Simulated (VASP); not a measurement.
# CsCl (Pm-3m) in VASP: further runs

Runs on CsCl. Level: r2SCAN. Tasks: single point.

All numbers are computed with VASP 6.6.1; they aren't measurements. Logs are shortened: lines on timing, memory, paths and dates and some standing lists are left out, and cuts for length are marked.

### Step 1. The cell of the first run

It takes space group Pm-3m (No. 221, cubic). The conventional cell has a = 4.141 Å, b = 4.141 Å, c = 4.141 Å, α = 90.00°, β = 90.00°, γ = 90.00°. Cs (site symmetry m-3m) has 8 Cl at 3.59 Å and 6 Cs at 4.14 Å within 4.7 Å. Within 4.7 Å of Cl (site symmetry m-3m) lie 8 Cs at 3.59 Å and 6 Cl at 4.14 Å.

### Step 2. Single point, r2SCAN

The input, POSCAR:

```
CsCl
1.0
    4.1406758860      0.0000000000      0.0000000000
    0.0000000000      4.1406758860      0.0000000000
    0.0000000000      0.0000000000      4.1406758860
Cs Cl
1 1
Direct
    0.0000000000      0.0000000000      0.0000000000
    0.5000000000      0.5000000000      0.5000000000
```

The input, INCAR.step1:

```
SYSTEM = CsCl
  ALGO = Normal
  EDIFF = 1E-5
  ENCUT = 550
  GGA = PE
  GGA_COMPAT = .False.
  ISMEAR = 0
  LASPH = .True.
  LCHARG = .False.
  LREAL = .False.
  LWAVE = .True.
  NBANDS = 15
  NELM = 120
  PREC = Accurate
  SIGMA = 0.01
```

The input, INCAR.step2:

```
SYSTEM = CsCl
  ALGO = Normal
  EDIFF = 1E-6
  ENCUT = 550
  GGA_COMPAT = .False.
  ISIF = 2
  ISMEAR = 0
  ISTART = 1
  LASPH = .True.
  LCHARG = .False.
  LMIXTAU = .True.
  LREAL = .False.
  LWAVE = .False.
  METAGGA = R2SCAN
  NBANDS = 15
  NELM = 120
  PREC = Accurate
  SIGMA = 0.01
```

The input, KPOINTS:

```
k-points
0
Gamma
  6 6 6
  0 0 0
```

Potentials or basis: VASP PAW PBE potentials, release 64 (Cs_sv, Cl).

Started as:

```
> cat potpaw_PBE.64/Cs_sv/POTCAR potpaw_PBE.64/Cl/POTCAR > POTCAR
> cp INCAR.step1 INCAR
> mpirun -np 1 vasp_std > vasp.out
> cp INCAR.step2 INCAR
> mpirun -np 1 vasp_std > vasp.out
```

OUTCAR:

```text
SYSTEM = CsCl
   EDIFF = 1E-6
   ENCUT = 550
   ISIF = 2
   ISMEAR = 0
   ISTART = 1
   LASPH = .True.
   LREAL = .False.
   METAGGA = R2SCAN
   NELM = 120
   PREC = Accurate

 ion  position               nearest neighbor table
   1  0.000  0.000  0.000-
   2  0.500  0.500  0.500-

  LATTYP: Found a simple cubic cell.
 ALAT       =     4.1406758860

  Lattice vectors:

 A1 = (   4.1406758860,   0.0000000000,   0.0000000000)
 A2 = (   0.0000000000,   4.1406758860,   0.0000000000)
 A3 = (   0.0000000000,   0.0000000000,   4.1406758860)

Analysis of symmetry for initial positions (statically):
=====================================================================
 Subroutine PRICEL returns:
 Original cell was already a primitive cell.

 Routine SETGRP: Setting up the symmetry group for a
 simple cubic supercell.

 Subroutine GETGRP returns: Found 48 space group operations
[... 9 lines left out ...]

 Routine SETGRP: Setting up the symmetry group for a
 simple cubic supercell.

 Subroutine GETGRP returns: Found 48 space group operations
[... 11 lines left out ...]
                                     Primitive cell

  volume of cell :      70.9927

  direct lattice vectors                    reciprocal lattice vectors
     4.140675886  0.000000000  0.000000000     0.241506466  0.000000000  0.000000000
     0.000000000  4.140675886  0.000000000     0.000000000  0.241506466  0.000000000
     0.000000000  0.000000000  4.140675886     0.000000000  0.000000000  0.241506466

  length of vectors
     4.140675886  4.140675886  4.140675886     0.241506466  0.241506466  0.241506466

  position of ions in fractional coordinates (direct lattice)
     0.000000000  0.000000000  0.000000000
     0.500000000  0.500000000  0.500000000

  ion indices of the primitive-cell ions
   primitive index   ion index
                 1           1
                 2           2

----------------------------------------------------------------------------------------

 KPOINTS: k-points

Automatic generation of k-mesh.
 Grid dimensions read from file:
 generate k-points for:    6    6    6

 Generating k-lattice:

  Cartesian coordinates                     Fractional coordinates (reciprocal lattice)
     0.040251078  0.000000000  0.000000000     0.166666667  0.000000000  0.000000000
     0.000000000  0.040251078  0.000000000     0.000000000  0.166666667  0.000000000
     0.000000000  0.000000000  0.040251078     0.000000000  0.000000000  0.166666667

  Length of vectors
     0.040251078  0.040251078  0.040251078

  Shift w.r.t. Gamma in fractional coordinates (k-lattice)
     0.000000000  0.000000000  0.000000000

 Subroutine IBZKPT returns following result:
 ===========================================

 Found     20 irreducible k-points:

 Following reciprocal coordinates:
            Coordinates               Weight
  0.000000  0.000000  0.000000      1.000000
  0.166667  0.000000  0.000000      6.000000
  0.333333  0.000000  0.000000      6.000000
  0.500000  0.000000  0.000000      3.000000
  0.166667  0.166667  0.000000     12.000000
  0.333333  0.166667  0.000000     24.000000
[... 12 lines left out ...]
  0.500000  0.500000  0.333333      6.000000
  0.500000  0.500000  0.500000      1.000000
   k-points           NKPTS =     20   k-points in BZ     NKDIM =     20   number of bands    NBANDS=     15
   number of dos      NEDOS =    301   number of ions     NIONS =      2
   total plane-waves  NPLWV =  32768
   dimension x,y,z NGX =    32 NGY =   32 NGZ =   32
   dimension x,y,z NGXF=    64 NGYF=   64 NGZF=   64
   ions per type =               1   1
   NGX,Y,Z   is equivalent  to a cutoff of  12.85, 12.85, 12.85 a.u.
   NGXF,Y,Z  is equivalent  to a cutoff of  25.70, 25.70, 25.70 a.u.
 SYSTEM =  CsCl
   PREC   = accura    normal or accurate (medium, high low for compatibility)
   ISTART =      1    job   : 0-new  1-cont  2-samecut
   ICHARG =      0    charge: 1-file 2-atom 10-const
   ISPIN  =      1    spin polarized calculation?
   LNONCOLLINEAR =      F non collinear calculations
   LSORBIT =      F    spin-orbit coupling
   LASPH  =      T    aspherical Exc in radial PAW
   ENCUT  =  550.0 eV  40.42 Ry    6.36 a.u.   7.92  7.92  7.92*2*pi/ulx,y,z
   NELM   =    120;   NELMIN=  2; NELMDL=  0     # of ELM steps
   EDIFF  = 0.1E-05   stopping-criterion for ELM
   LREAL  =      F    real-space projection
   EDIFFG = 0.1E-04   stopping-criterion for IOM
   NSW    =      0    number of steps for IOM
   IBRION =     -1    ionic relax: 0-MD 1-quasi-New 2-CG
   NFREE  =      0    steps in history (QN), initial steepest desc. (CG)
   ISIF   =      2    stress and relaxation
   ISYM   =      2    0-nonsym 1-usesym 2-fastsym
   POTIM  = 0.5000    time-step for ionic-motion
   TEBEG  =    0.0;   TEEND  =   0.0 temperature during run
   PSTRESS=    0.0 pullay stress
   NELECT =      16.0000    total number of electrons
   NUPDOWN=      -1.0000    fix difference up-down
   EMIN   =  10.00;   EMAX   =-10.00  energy-range for DOS
   EFERMI =   0.00;   METHOD = LEGACY
   ISMEAR =     0;   SIGMA  =   0.01  broadening in eV -4-tet -1-fermi 0-gaus
   EFERMI_NEDOS =   21; number of points for ismear=-14 and -15
   IALGO  =     38    algorithm
   IMIX   =      4    mixing-type and parameters
     AMIX     =   0.40;   BMIX     =  1.00
     AMIX_MAG =   1.60;   BMIX_MAG =  1.00
  volume/ion in A,a.u.               =      35.50       239.54
  Fermi-wavevector in a.u.,A,eV,Ry     =   0.996270  1.882677 13.504508  0.992553
  Thomas-Fermi vector in A             =   2.128347
   LORBIT       =      0    0 simple, 1 ext, 2 COOP (PROOUT), +10 PAW based schemes
   METAGGA = R2SCAN    functional components
   LHFCALC =     F    Hartree Fock is set to
   AEXX    =    0.0000 exact exchange contribution
   IVDW    =     0    specifies the selected vdW correction
   LEPSILON=     F    determine dielectric tensor
   LRPA    =     F    only Hartree local field effects (RPA)
 non-spin polarized calculation
 Gauss-broadening in eV      SIGMA  =   0.01
  energy-cutoff  :      550.00
  volume of cell :       70.99
 maximum number of plane-waves:      2103
 NGX is ok and might be reduce to    32
   NGX = 15   NGY = 15   NGZ = 15

 number of electron      16.0000001 magnetization

 Free energy of the ion-electron system (eV)
  ---------------------------------------------------
  ext. energy  EPLUGINS =         0.00000000
  ---------------------------------------------------
  free energy    TOTEN  =       -35.52517268 eV

  energy without entropy =      -35.52517268  energy(sigma->0) =      -35.52517268

 E-fermi :  -0.6711     XC(G=0):  -8.6107

 val. band max:       -0.7556477731   @ k =   0.0000   0.0000   0.0000
 cond. band min:       5.1540708333   @ k =   0.0000   0.0000   0.0000
 fundamental gap:      5.9097186064
 Fermi energy:        -0.6710995349

 k-point     1 :       0.0000    0.0000    0.0000
  band No.  band energies     occupation
      1     -20.6598      2.00000
      2     -13.4666      2.00000
      3      -6.7775      2.00000
      4      -6.7775      2.00000
      5      -6.7775      2.00000
      6      -0.7556      2.00000
      7      -0.7556      2.00000
      8      -0.7556      2.00000
      9       5.1541      0.00000
     10       5.1541      0.00000
     11       5.2386      0.00000
     12       9.9451      0.00000
     13       9.9451      0.00000
     14       9.9451      0.00000
     15      13.0830      0.00000

 k-point     2 :       0.1667    0.0000    0.0000
  band No.  band energies     occupation
      1     -20.6393      2.00000
      2     -13.4761      2.00000
      3      -6.9211      2.00000
      4      -6.7441      2.00000
      5      -6.7441      2.00000
      6      -1.0833      2.00000
      7      -0.8098      2.00000
      8      -0.8098      2.00000
      9       5.3417      0.00000
     10       5.7391      0.00000
     11       5.9278      0.00000
     12       9.7270      0.00000
     13       9.7270      0.00000
     14      10.1025      0.00000
     15      11.6585      0.00000

 k-point     3 :       0.3333    0.0000    0.0000
  band No.  band energies     occupation
      1     -20.5978      2.00000
      2     -13.4978      2.00000
      3      -7.1794      2.00000
      4      -6.6753      2.00000
      5      -6.6753      2.00000
      6      -1.6375      2.00000
      7      -0.9225      2.00000
      8      -0.9225      2.00000
      9       5.8285      0.00000
     10       6.8638      0.00000
     11       7.6548      0.00000
     12       9.4630      0.00000
     13       9.4630      0.00000
     14       9.9269      0.00000
     15      10.4914      0.00000

 k-point     4 :       0.5000    0.0000    0.0000
  band No.  band energies     occupation
      1     -20.5768      2.00000
      2     -13.5100      2.00000
      3      -7.2959      2.00000
      4      -6.6398      2.00000
      5      -6.6398      2.00000
      6      -1.8806      2.00000
      7      -0.9810      2.00000
      8      -0.9810      2.00000
      9       6.1857      0.00000
     10       7.4884      0.00000
     11       8.8141      0.00000
     12       9.1324      0.00000
     13       9.4008      0.00000
     14       9.4008      0.00000
     15      10.7496      0.00000
[... 235 lines left out ...]
 k-point    18 :       0.5000    0.3333    0.3333
  band No.  band energies     occupation
      1     -20.4744      2.00000
      2     -13.3480      2.00000
      3      -7.3886      2.00000
      4      -7.2153      2.00000
      5      -7.1475      2.00000
      6      -1.6329      2.00000
      7      -1.5724      2.00000
      8      -1.3398      2.00000
      9       7.3218      0.00000
     10       7.8963      0.00000
     11       8.2870      0.00000
     12       8.7323      0.00000
     13       9.3473      0.00000
     14      10.8108      0.00000
     15      12.5963      0.00000

 k-point    19 :       0.5000    0.5000    0.3333
  band No.  band energies     occupation
      1     -20.4575      2.00000
      2     -13.3247      2.00000
      3      -7.3617      2.00000
      4      -7.3617      2.00000
      5      -7.1278      2.00000
      6      -1.6651      2.00000
      7      -1.6651      2.00000
      8      -1.6039      2.00000
      9       7.7051      0.00000
     10       8.1730      0.00000
     11       8.1730      0.00000
     12       8.6280      0.00000
     13      10.9095      0.00000
     14      10.9095      0.00000
     15      12.2031      0.00000

 k-point    20 :       0.5000    0.5000    0.5000
  band No.  band energies     occupation
      1     -20.4407      2.00000
      2     -13.3046      2.00000
      3      -7.3002      2.00000
      4      -7.3002      2.00000
      5      -7.3002      2.00000
      6      -1.8241      2.00000
      7      -1.8241      2.00000
      8      -1.8241      2.00000
      9       8.3688      0.00000
     10       8.3688      0.00000
     11       8.3688      0.00000
     12      10.4845      0.00000
     13      10.4845      0.00000
     14      10.4845      0.00000
     15      12.2596      0.00000

------------------------ aborting loop because EDIFF is reached ----------------------------------------

  FORCE on cell =-STRESS in cart. coord.  units (eV):
  Direction    XX          YY          ZZ          XY          YZ          ZX
  --------------------------------------------------------------------------------------
  -------------------------------------------------------------------------------------
  Total        0.0149601      0.0149601      0.0149601     -0.0000000     -0.0000000      0.0000000
  in kB        0.3376232      0.3376232      0.3376232     -0.0000000     -0.0000000      0.0000000
  external PRESSURE =       0.3376232 kB  Pullay stress =       0.0000000 kB

 VOLUME and BASIS-vectors are now :
 -----------------------------------------------------------------------------
  energy-cutoff  :      550.00
  volume of cell :       70.99
      direct lattice vectors                 reciprocal lattice vectors
     4.140675886  0.000000000  0.000000000     0.241506466  0.000000000  0.000000000
     0.000000000  4.140675886  0.000000000     0.000000000  0.241506466  0.000000000
     0.000000000  0.000000000  4.140675886     0.000000000  0.000000000  0.241506466

 POSITION                                       TOTAL-FORCE (eV/Angst)
 -----------------------------------------------------------------------------------
      0.00000      0.00000      0.00000         0.000000      0.000000      0.000000
      2.07034      2.07034      2.07034         0.000000      0.000000      0.000000
 -----------------------------------------------------------------------------------
    total drift:                                0.000000      0.000000     -0.000000

  FREE ENERGIE OF THE ION-ELECTRON SYSTEM (eV)
  ---------------------------------------------------
  free  energy   TOTEN  =       -35.5251726797 eV

  energy  without entropy=      -35.5251726797  energy(sigma->0) =      -35.52517268
```

It took 22 s on 1 thread of Intel Xeon 6975P-C (Granite Rapids), shared host; peak memory 0.19 GiB.

Results:

| Property | Result |
| --- | --- |
| Free energy | -35.5252 eV |
| Pressure | 0.0 GPa |
| Band gap on the k mesh | 5.91 eV, direct |

Caveat: the PAW data sets were made with another functional, which shifts forces and pressure a little; spin-orbit coupling is left out, which moves the levels of the heavy elements.

### Step 3. Single point, r2SCAN (volume changed by +3%)

The input, POSCAR:

```
CsCl
1.0
    4.1816753433      0.0000000000      0.0000000000
    0.0000000000      4.1816753433      0.0000000000
    0.0000000000      0.0000000000      4.1816753433
Cs Cl
1 1
Direct
    0.0000000000      0.0000000000      0.0000000000
    0.5000000000      0.5000000000      0.5000000000
```

The input, INCAR.step1:

```
SYSTEM = CsCl
ALGO     = Normal         ! electronic algorithm
EDIFF    = 1E-5           ! SCF threshold, eV
ENCUT    = 550            ! plane-wave cutoff, eV
GGA      = PE             ! functional
GGA_COMPAT= .FALSE.      
ISMEAR   = 0              ! smearing method
LASPH    = .TRUE.         ! aspherical terms in the spheres
LCHARG   = .FALSE.        ! write CHGCAR
LREAL    = .FALSE.        ! projectors in reciprocal space
LWAVE    = .TRUE.         ! write WAVECAR
NBANDS   = 15             ! bands
NELM     = 120            ! most SCF steps
PREC     = Accurate       ! precision mode
SIGMA    = 0.01           ! smearing width, eV
```

The input, INCAR.step2:

```
SYSTEM = CsCl
ALGO     = Normal         ! electronic algorithm
EDIFF    = 1E-6           ! SCF threshold, eV
ENCUT    = 550            ! plane-wave cutoff, eV
GGA_COMPAT= .FALSE.      
ISIF     = 2              ! what is computed and relaxed
ISMEAR   = 0              ! smearing method
ISTART   = 1            
LASPH    = .TRUE.         ! aspherical terms in the spheres
LCHARG   = .FALSE.        ! write CHGCAR
LMIXTAU  = .TRUE.       
LREAL    = .FALSE.        ! projectors in reciprocal space
LWAVE    = .FALSE.        ! write WAVECAR
METAGGA  = R2SCAN         ! meta-GGA
NBANDS   = 15             ! bands
NELM     = 120            ! most SCF steps
PREC     = Accurate       ! precision mode
SIGMA    = 0.01           ! smearing width, eV
```

The input, KPOINTS:

```
k-points
0
G
  6 6 6
  0 0 0
```

Potentials or basis: VASP PAW PBE potentials, release 64 (Cs_sv, Cl).

Started as:

```
> cat potpaw_PBE.64/Cs_sv/POTCAR potpaw_PBE.64/Cl/POTCAR > POTCAR
> cp INCAR.step1 INCAR
> mpirun -np 1 vasp_std > vasp.out
> cp INCAR.step2 INCAR
> mpirun -np 1 vasp_std > vasp.out
```

Wall time 22 s (1 thread of Intel Xeon 6975P-C (Granite Rapids), shared host); peak memory 0.19 GiB.

Results (log left out):

```yaml
Free_energy: -35.5225 eV
Pressure: -0.5 GPa
Band_gap_on_the_k_mesh: 5.85 eV, direct
```

Levels at points of the mesh, in eV from the valence-band top:
```
           k point  band 6  band 7  band 8  band 9  band 10  band 11
(0.00, 0.00, 0.00)    0.00    0.00    0.00    5.85     5.93     5.93
(0.50, 0.00, 0.00)   -1.07   -0.20   -0.20    6.92     8.10     9.37
(0.50, 0.50, 0.00)   -0.42   -0.42   -0.04    6.52     6.61     8.58
(0.50, 0.50, 0.50)   -1.00   -1.00   -1.00    8.99     8.99     8.99
```

Caveat: the PAW data sets were made with another functional, which shifts forces and pressure a little; spin-orbit coupling is left out, which moves the levels of the heavy elements.

(Part 1 of 2 ends here.)
